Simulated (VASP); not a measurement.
# Si4P (P-6m2) in VASP: a series of runs, part 2 of 2

VASP 6.6.1. Earlier steps stand in the parts before.

**3. Single point, PBE**

This run uses another cell than the first one, of 23.15 Å³/atom.

The input, INCAR:

```
PREC = Accurate
ENCUT = 520
EDIFF = 1E-6
ISMEAR = 0
SIGMA = 0.1
LREAL = False
LASPH = True
NELM = 60
ALGO = Normal
ISIF = 2
LWAVE = False
LCHARG = True
GGA = PE
LELF = True
LVHAR = True
NBANDS = 18
```

The input, KPOINTS:

```
regular mesh
0
Gamma
  6 6 4
```

The input, POSCAR:

```
Si4P
1.0
    3.6810092581      0.0000000000      0.0000000000
   -1.8405046291      3.1878475291      0.0000000000
    0.0000000000      0.0000000000      9.8625100497
Si P
4 1
Direct
    0.3333333333      0.6666666667      0.7639701473
    0.3333333333      0.6666666667      0.2360298527
    0.3333333333      0.6666666667      0.5000000000
    0.3333333333      0.6666666667      0.0000000000
    0.6666666667      0.3333333333      0.5000000000
```

Potentials or basis: VASP PAW PBE potentials, release 64 (Si, P).

On the command line:

```
cat potpaw_PBE.64/Si/POTCAR potpaw_PBE.64/P/POTCAR > POTCAR
mpirun -np 1 vasp_std > vasp.out
```

OUTCAR:

```text
PREC = Accurate
   ENCUT = 520
   EDIFF = 1E-6
   ISMEAR = 0
   LREAL = False
   LASPH = True
   NELM = 60
   ISIF = 2
   GGA = PE

 ion  position               nearest neighbor table
   1  0.333  0.667  0.764-   4 2.33   3 2.60
   2  0.333  0.667  0.236-   4 2.33   3 2.60
   3  0.333  0.667  0.500-   5 2.13   5 2.13   5 2.13   1 2.60   2 2.60
   4  0.333  0.667  0.000-   1 2.33   2 2.33
   5  0.667  0.333  0.500-   3 2.13   3 2.13   3 2.13

  LATTYP: Found a hexagonal cell.
 ALAT       =     3.6810092581
 C/A-ratio  =     2.6792950950

  Lattice vectors:

 A1 = (   3.6810092581,   0.0000000000,   0.0000000000)
 A2 = (  -1.8405046291,   3.1878475291,   0.0000000000)
 A3 = (   0.0000000000,   0.0000000000,   9.8625100497)

Analysis of symmetry for initial positions (statically):
=====================================================================
 Subroutine PRICEL returns:
 Original cell was already a primitive cell.

 Routine SETGRP: Setting up the symmetry group for a
 hexagonal supercell.

 Subroutine GETGRP returns: Found 12 space group operations
 (whereof 12 operations were pure point group operations)
 out of a pool of 24 trial point group operations.

The static configuration has the point symmetry D_3h.

Analysis of symmetry for dynamics (positions and initial velocities):
=====================================================================
 Subroutine PRICEL returns:
 Original cell was already a primitive cell.

 Routine SETGRP: Setting up the symmetry group for a
 hexagonal supercell.

 Subroutine GETGRP returns: Found 12 space group operations
 (whereof 12 operations were pure point group operations)
 out of a pool of 24 trial point group operations.

The dynamic configuration has the point symmetry D_3h.

 Subroutine INISYM returns: Found 12 space group operations
 (whereof 12 operations are pure point group operations),
 and found     1 'primitive' translations

[... 117 lines left out ...]
  volume/ion in A,a.u.               =      23.15       156.20
  Fermi-wavevector in a.u.,A,eV,Ry     =   0.926824  1.751443 11.687443  0.859003
  Thomas-Fermi vector in A             =   2.052828
   LORBIT       =      0    0 simple, 1 ext, 2 COOP (PROOUT), +10 PAW based schemes
   GGA     = PE    functional components
   LHFCALC =     F    Hartree Fock is set to
   AEXX    =    0.0000 exact exchange contribution
   IVDW    =     0    specifies the selected vdW correction
   LEPSILON=     F    determine dielectric tensor
   LRPA    =     F    only Hartree local field effects (RPA)
 non-spin polarized calculation
 Gauss-broadening in eV      SIGMA  =   0.10
  energy-cutoff  :      520.00
  volume of cell :      115.73
 maximum number of plane-waves:      3136
 NGX is ok and might be reduce to    28
   NGX = 13   NGY = 13   NGZ = 37

 number of electron      21.0000000 magnetization

 Free energy of the ion-electron system (eV)
  ---------------------------------------------------
  ext. energy  EPLUGINS =         0.00000000
  ---------------------------------------------------
  free energy    TOTEN  =       -21.45500829 eV

  energy without entropy =      -21.44814789  energy(sigma->0) =      -21.45157809

 E-fermi :   4.7620     XC(G=0):  -9.0478

 val. band max:        4.7573321881   @ k =   0.1667  -0.0000   0.0000
 cond. band min:       4.8436068486   @ k =   0.0000   0.0000   0.5000
 fundamental gap:      0.0862746605
 Fermi energy:         4.7619791498

 k-point     1 :       0.0000    0.0000    0.0000
  band No.  band energies     occupation
      1      -9.8793      2.00000
      2      -5.0931      2.00000
      3      -4.2746      2.00000
      4      -0.8620      2.00000
      5      -0.7311      2.00000
      6       0.8069      2.00000
[... 418 lines left out ...]
      5      -1.6080      2.00000
      6      -0.4266      2.00000
[... 10 lines left out ...]
     17       9.1110      0.00000
     18       9.8778      0.00000

------------------------ aborting loop because EDIFF is reached ----------------------------------------

  FORCE on cell =-STRESS in cart. coord.  units (eV):
  Direction    XX          YY          ZZ          XY          YZ          ZX
  --------------------------------------------------------------------------------------
  -------------------------------------------------------------------------------------
  Total       -0.0682396     -0.0682396     -0.1030533      0.0000000      0.0000000      0.0000000
  in kB       -0.9447023     -0.9447023     -1.4266597      0.0000000      0.0000000      0.0000000
  external PRESSURE =      -1.1053548 kB  Pullay stress =       0.0000000 kB

 VOLUME and BASIS-vectors are now :
 -----------------------------------------------------------------------------
  energy-cutoff  :      520.00
  volume of cell :      115.73
      direct lattice vectors                 reciprocal lattice vectors
     3.681009258  0.000000000  0.000000000     0.271664625  0.156845644  0.000000000
    -1.840504629  3.187847529  0.000000000     0.000000000  0.313691289  0.000000000
     0.000000000  0.000000000  9.862510050     0.000000000  0.000000000  0.101394067

 POSITION                                       TOTAL-FORCE (eV/Angst)
 -----------------------------------------------------------------------------------
     -0.00000      2.12523      7.53466         0.000000      0.000000      0.002469
     -0.00000      2.12523      2.32785         0.000000     -0.000000     -0.002469
     -0.00000      2.12523      4.93126        -0.000000      0.000000      0.000000
     -0.00000      2.12523      0.00000         0.000000     -0.000000      0.000000
      1.84050      1.06262      4.93126        -0.000000      0.000000      0.000000
 -----------------------------------------------------------------------------------
    total drift:                                0.000000     -0.000000      0.000000

  FREE ENERGIE OF THE ION-ELECTRON SYSTEM (eV)
  ---------------------------------------------------
  free  energy   TOTEN  =       -21.4550082933 eV

  energy  without entropy=      -21.4481478943  energy(sigma->0) =      -21.45157809
```

stdout:

```text
POSCAR found type information on POSCAR SiP
 POSCAR found :  2 types and       5 ions
 scaLAPACK will be used
 LDA part: xc-table for (Slater+PW92), standard interpolation
 POSCAR, INCAR and KPOINTS ok, starting setup
 FFT: planning ... GRIDC
 FFT: planning ... GRID_SOFT
 FFT: planning ... GRID
 WAVECAR not read
 entering main loop
```

Run time: 90 s. Hardware: 1 thread of Intel Xeon 8259CL, shared host; peak memory 0.24 GiB.

Results:

| Property | Result |
| --- | --- |
| Free energy | -21.4550 eV |
| Pressure | -0.1 GPa |
| Band gap on the k mesh | zero (an odd number of electrons rules out a gap without spin polarisation) |

Forces on the atoms (eV/Å):
```
Si   0.000  0.000  0.002
Si   0.000  0.000 -0.002
Si   0.000  0.000  0.000
Si   0.000  0.000  0.000
P    0.000  0.000  0.000
```

Levels at points of the mesh, in eV from the Fermi level:
```
           k point  band 9  band 10  band 11  band 12  band 13  band 14
(0.00, 0.00, 0.00)    0.19     1.20     1.20     2.00     2.00     2.24
(0.50, 0.00, 0.00)   -3.23    -0.92    -0.41     0.29     0.56     1.37
(0.00, 0.00, 0.50)    0.08     1.26     1.26     1.72     1.72     2.65
(0.50, 0.00, 0.50)   -2.18    -1.60    -0.19    -0.13     0.41     1.41
```
